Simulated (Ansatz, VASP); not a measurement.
Pd in VASP and in Ansatz

```
Pd
1.0
     2.58413    0.00000    0.00000
    -1.29206    2.23792    0.00000
     0.00000    0.00000    4.29708
Pd
2
Direct
  0.66667 0.33333 0.75000
  0.33333 0.66667 0.25000
```

Change from the starting cell: volume scaled by 0.8, PAW files.

Alike in both runs: task single point; functional PBE; k mesh 14 × 14 × 7; occupations fermi-dirac, width 0.05 eV; collinear spin.

```csv
,VASP,Ansatz
version,VASP 6.6.1,Ansatz 0.2.0
potentials or method,"VASP PAW PBE potentials, release 64 (Pd)","PAW with Ansatz's default frozen-core files, scalar-relativistic"
plane-wave cutoff (eV),520,420
valence electrons in the cell,20,36
```

```tsv
	VASP	Ansatz	Ansatz less VASP
pressure (GPa)	63.1	63.6	+0.57
traceless stress, the component that is largest in VASP (GPa)	0.47	0.50	+0.024
net moment per atom (μB)	0.00	0.00	0.000
```

Both programs put the cell under a high pressure, so it lies far from rest at this level. VASP's potentials hold 20 valence electrons a cell and Ansatz's 36, so a difference there can come from the potentials and not from the codes. Ansatz's warnings: seeded moment not kept.

Noted on VASP's run: the cell as given lies far from equilibrium.
